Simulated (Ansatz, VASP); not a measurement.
One calculation of BeS, two programs

```xyz
2
Lattice="0.0000 2.4342 2.4342 2.4342 0.0000 2.4342 2.4342 2.4342 0.0000" Properties=species:S:1:pos:R:3 pbc="T T T"
Be    0.0000    0.0000    0.0000
S     1.2171    1.2171    1.2171
```

Alike in both runs: functional r2SCAN; k mesh 15 × 15 × 15; occupations fermi-dirac, width 0.05 eV; no spin polarisation.

Ansatz relaxed the structure, and its values are those at the end. VASP's run is a single point on that final structure, the one shown.

```csv
,VASP,Ansatz
version,VASP 6.6.1,Ansatz 0.2.0
potentials or method,"VASP PAW PBE potentials, release 64 (Be, S)","PAW with Ansatz's default frozen-core files, scalar-relativistic"
plane-wave cutoff (eV),520,500
valence electrons in the cell,8,8
```

|  | VASP | Ansatz | Ansatz less VASP |
| --- | --- | --- | --- |
| pressure (GPa) | 0.3 | 0.0 | -0.27 |

VASP's potentials were made for PBE, not for r2SCAN.
